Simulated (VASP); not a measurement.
# Fe (Im-3m) in VASP: further runs

The runs below take Fe through single point, with LDA.

All numbers are computed with VASP 6.6.1; they aren't measurements. Logs are shortened: lines on timing, memory, paths and dates and some standing lists are left out, and cuts for length are marked.

### Step 1. The cell of the first run

The structure is cubic, space group Im-3m (No. 229). Conventional cell: a = 2.749 Å, b = 2.749 Å, c = 2.749 Å, α = 90.00°, β = 90.00°, γ = 90.00°. Within 3.1 Å of Fe (site symmetry m-3m) lie 14 Fe at 2.38 to 2.75 Å.

### Step 2. Single point, LDA, collinear spin, ferromagnetic start

File INCAR:

```
PREC     = Accurate       # precision mode
ENCUT    = 520            # plane-wave cutoff, eV
EDIFF    = 1E-6           # SCF threshold, eV
ISMEAR   = -1             # smearing method
SIGMA    = 0.05           # smearing width, eV
LREAL    = F              # projectors in reciprocal space
LASPH    = T              # aspherical terms in the spheres
NELM     = 150            # most SCF steps
ALGO     = Normal         # electronic algorithm
ISIF     = 2              # what is computed and relaxed
LWAVE    = F              # write WAVECAR
LCHARG   = T              # write CHGCAR
ISPIN    = 2              # spin polarisation
MAGMOM   = 1.988          # initial moments
LORBIT   = 11             # projections on sites
LMAXMIX  = 4              # l up to which the mixer works
GGA      = CA             # functional
LELF     = T              # ELF
LVHAR    = T            
NBANDS   = 14             # bands
```

File KPOINTS:

```
regular mesh
0
Gamma
  10 10 10
```

File POSCAR:

```
Fe
1.0
   -1.3745984210      1.3745984210      1.3745984210
    1.3745984210     -1.3745984210      1.3745984210
    1.3745984210      1.3745984210     -1.3745984210
Fe
1
Direct
    0.0000000000      0.0000000000      0.0000000000
```

Potentials or basis: VASP PAW LDA potentials, release 64 (Fe).

Launch:

```bash
cat potpaw_LDA.64/Fe/POTCAR > POTCAR
mpirun -np 1 vasp_std > vasp.out
```

OUTCAR:

```text
PREC = Accurate
   ENCUT = 520
   EDIFF = 1E-6
   ISMEAR = -1
   LREAL = F
   LASPH = T
   NELM = 150
   ISIF = 2
   ISPIN = 2
   LORBIT = 11
   GGA = CA

 ion  position               nearest neighbor table
   1  0.000  0.000  0.000-

  LATTYP: Found a body centered cubic cell.
 ALAT       =     2.7491968420

  Lattice vectors:

 A1 = (  -1.3745984210,   1.3745984210,   1.3745984210)
 A2 = (   1.3745984210,  -1.3745984210,   1.3745984210)
 A3 = (   1.3745984210,   1.3745984210,  -1.3745984210)

Analysis of symmetry for initial positions (statically):
=====================================================================
 Subroutine PRICEL returns:
 Original cell was already a primitive cell.

 Routine SETGRP: Setting up the symmetry group for a
 body centered cubic supercell.

 Subroutine GETGRP returns: Found 48 space group operations
 (whereof 48 operations were pure point group operations)
 out of a pool of 48 trial point group operations.

The static configuration has the point symmetry O_h .

Analysis of symmetry for dynamics (positions and initial velocities):
=====================================================================
 Subroutine PRICEL returns:
 Original cell was already a primitive cell.

 Routine SETGRP: Setting up the symmetry group for a
 body centered cubic supercell.

 Subroutine GETGRP returns: Found 48 space group operations
 (whereof 48 operations were pure point group operations)
 out of a pool of 48 trial point group operations.

The dynamic configuration has the point symmetry O_h .

Analysis of structural, dynamic, and magnetic symmetry:
=====================================================================
 Subroutine PRICEL returns:
 Original cell was already a primitive cell.

 Routine SETGRP: Setting up the symmetry group for a
 body centered cubic supercell.

 Subroutine GETGRP returns: Found 48 space group operations
 (whereof 48 operations were pure point group operations)
 out of a pool of 48 trial point group operations.

The overall configuration has the point symmetry O_h .

 Subroutine INISYM returns: Found 48 space group operations
 (whereof 48 operations are pure point group operations),
 and found     1 'primitive' translations

----------------------------------------------------------------------------------------

                                     Primitive cell

  volume of cell :      10.3893

  direct lattice vectors                    reciprocal lattice vectors
    -1.374598421  1.374598421  1.374598421     0.000000000  0.363742597  0.363742597
     1.374598421 -1.374598421  1.374598421     0.363742597  0.000000000  0.363742597
     1.374598421  1.374598421 -1.374598421     0.363742597  0.363742597  0.000000000

  length of vectors
     2.380874305  2.380874305  2.380874305     0.514409714  0.514409714  0.514409714

[... 119 lines left out ...]
  ---------------------------------------------------
  ext. energy  EPLUGINS =         0.00000000
  ---------------------------------------------------
  free energy    TOTEN  =        -9.23228563 eV

  energy without entropy =       -9.22472691  energy(sigma->0) =       -9.22850627

 E-fermi :   6.7608     XC(G=0): -13.9292

 val. band max:        6.7571466639   @ k =  -0.2000   0.3000   0.1000
 cond. band min:       6.8088057221   @ k =  -0.2000   0.2000   0.2000
 fundamental gap:      0.0516590582
 Fermi energy:         6.7607608716

 spin component 1

 k-point     1 :       0.0000    0.0000    0.0000
  band No.  band energies     occupation
      1      -2.3782      1.00000
      2       4.2167      1.00000
      3       4.2167      1.00000
      4       4.2167      1.00000
      5       5.7677      1.00000
      6       5.7677      1.00000
      7      32.4155      0.00000
      8      32.4155      0.00000
      9      32.4155      0.00000
     10      38.1675      0.00000
     11      38.1675      0.00000
     12      40.8514      0.00000
     13      40.8514      0.00000
     14      40.8514      0.00000
[... 379 lines left out ...]
      3       3.9489      1.00000
      4       5.3126      1.00000
      5       6.0695      1.00000
      6       6.3705      0.99959
      7      21.3921      0.00000
      8      27.1810      0.00000
      9      27.9800      0.00000
     10      34.5263      0.00000
     11      35.1505      0.00000
     12      38.1611      0.00000
     13      47.5976      0.00000
     14      47.7125      0.00000

 [... further k-points ...]

 spin component 2

 k-point     1 :       0.0000    0.0000    0.0000
  band No.  band energies     occupation
      1      -2.0090      1.00000
      2       5.8015      1.00000
      3       5.8015      1.00000
      4       5.8015      1.00000
      5       7.8716      0.00000
      6       7.8716      0.00000
      7      32.5837      0.00000
      8      32.5837      0.00000
      9      32.5837      0.00000
     10      38.6381      0.00000
     11      38.6381      0.00000
     12      41.6288      0.00000
     13      41.6288      0.00000
     14      41.6288      0.00000
[... 379 lines left out ...]
      3       5.3808      1.00000
      4       7.1355      0.00056
      5       7.7876      0.00000
      6       8.4098      0.00000
      7      22.2314      0.00000
      8      27.6417      0.00000
      9      28.6772      0.00000
     10      35.0710      0.00000
     11      35.7583      0.00000
     12      38.7096      0.00000
     13      48.0651      0.00000
     14      48.2337      0.00000

 [... further k-points ...]
[... 5 lines left out ...]
  --------------------------------------------------------------------------------------
  -------------------------------------------------------------------------------------
  Total       -0.0361973     -0.0361973     -0.0361973      0.0000000      0.0000000     -0.0000000
  in kB       -5.5821153     -5.5821153     -5.5821153      0.0000000      0.0000000     -0.0000000
  external PRESSURE =      -5.5821153 kB  Pullay stress =       0.0000000 kB

 VOLUME and BASIS-vectors are now :
 -----------------------------------------------------------------------------
  energy-cutoff  :      520.00
  volume of cell :       10.39
      direct lattice vectors                 reciprocal lattice vectors
    -1.374598421  1.374598421  1.374598421     0.000000000  0.363742597  0.363742597
     1.374598421 -1.374598421  1.374598421     0.363742597  0.000000000  0.363742597
     1.374598421  1.374598421 -1.374598421     0.363742597  0.363742597  0.000000000

 POSITION                                       TOTAL-FORCE (eV/Angst)
 -----------------------------------------------------------------------------------
      0.00000      0.00000      0.00000         0.000000     -0.000000      0.000000
 -----------------------------------------------------------------------------------
    total drift:                                0.000000     -0.000000      0.000000

  FREE ENERGIE OF THE ION-ELECTRON SYSTEM (eV)
  ---------------------------------------------------
  free  energy   TOTEN  =        -9.2322856329 eV

  energy  without entropy=       -9.2247269125  energy(sigma->0) =       -9.22850627

 total charge

# of ion       s       p       d       tot
------------------------------------------
    1        0.527   0.619   6.332   7.479

 magnetization (x)

# of ion       s       p       d       tot
------------------------------------------
    1       -0.009  -0.037   1.967   1.921
```

OSZICAR:

```text
N       E                     dE             d eps       ncg     rms          rms(c)
DAV:   1     0.193640585714E+02    0.19364E+02   -0.38351E+03  2934   0.720E+02
DAV:   2    -0.964000390647E+01   -0.29004E+02   -0.26862E+02  2866   0.133E+02
DAV:   3    -0.104379763391E+02   -0.79797E+00   -0.78965E+00  3232   0.222E+01
DAV:   4    -0.104404643261E+02   -0.24880E-02   -0.24877E-02  3046   0.110E+00
DAV:   5    -0.104404764137E+02   -0.12088E-04   -0.12087E-04  3232   0.802E-02    0.127E+01
DAV:   6    -0.930437472432E+01    0.11361E+01   -0.93027E+00  3406   0.387E+01    0.485E+00
DAV:   7    -0.925113588413E+01    0.53239E-01   -0.46313E-01  3298   0.859E+00    0.299E+00
DAV:   8    -0.924153568383E+01    0.96002E-02   -0.46514E-03  3266   0.485E-01    0.141E+00
DAV:   9    -0.923241258691E+01    0.91231E-02   -0.48849E-03  3596   0.452E-01    0.407E-01
DAV:  10    -0.923231068578E+01    0.10190E-03   -0.78960E-04  3402   0.210E-01    0.152E-01
DAV:  11    -0.923228180970E+01    0.28876E-04   -0.61117E-05  3172   0.886E-02    0.276E-02
DAV:  12    -0.923228470364E+01   -0.28939E-05   -0.20745E-06  2416   0.160E-02    0.115E-02
DAV:  13    -0.923228563289E+01   -0.92926E-06   -0.90198E-07  1586   0.652E-03
   1 F= -.92322856E+01 E0= -.92285063E+01  d E =-.755872E-02  mag=     1.9534
```

Wall time 19 s (1 thread of AMD EPYC 7R43 (Zen 3), shared host); peak memory 0.08 GiB.

Results:

| Property | Result |
| --- | --- |
| Free energy | -9.2323 eV |
| Pressure | -0.6 GPa |
| Net moment | 1.95 μB per cell |
| Site moments | Fe +1.92 μB |
| Valence electrons inside the program's atomic spheres | Fe 7.48 |

### Step 3. Single point, LDA, collinear spin, ferromagnetic start

File INCAR:

```
SYSTEM = Fe
ALGO = Normal
EDIFF = 1E-6
ENCUT = 520
GGA = CA
ISIF = 2
ISMEAR = -1
ISPIN = 2
LASPH = .True.
LCHARG = .True.
LELF = .True.
LMAXMIX = 4
LORBIT = 11
LREAL = .False.
LVHAR = .True.
LWAVE = .False.
MAGMOM = 1.988
NBANDS = 14
NELM = 150
PREC = Accurate
SIGMA = 0.05
```

File KPOINTS:

```
k-points
0
Gamma
  13 13 13
  0 0 0
```

POSCAR is that of step 2.

Potentials or basis: VASP PAW LDA potentials, release 64 (Fe).

Launch:

```bash
cat potpaw_LDA.64/Fe/POTCAR > POTCAR
mpirun -np 1 vasp_std > vasp.out
```

Run time: 30 s. Hardware: 1 thread of AMD EPYC 7R43 (Zen 3), shared host; peak memory 0.09 GiB.

Results (log left out):

```yaml
Free_energy: -9.2303 eV
Pressure: 0.0 GPa
Band_gap_on_the_k_mesh: zero (filled and empty bands overlap)
Net_moment: 1.98 μB per cell
Site_moments: Fe +1.95 μB
Valence_electrons_inside_the_program's_atomic_spheres: Fe 7.48
```

Levels at points of the mesh, in eV from the Fermi level:
Spin up:
```
           k point  band 2  band 3  band 4  band 5  band 6  band 7  band 8  band 9
(0.00, 0.00, 0.00)   -2.57   -2.57   -2.57   -1.01   -1.01   25.63   25.63   25.63
```
Spin down:
| k point | band 1 | band 2 | band 3 | band 4 | band 5 | band 6 | band 7 | band 8 |
| --- | --- | --- | --- | --- | --- | --- | --- | --- |
| (0.00, 0.00, 0.00) | -8.79 | -0.95 | -0.95 | -0.95 | 1.11 | 1.11 | 25.80 | 25.80 |
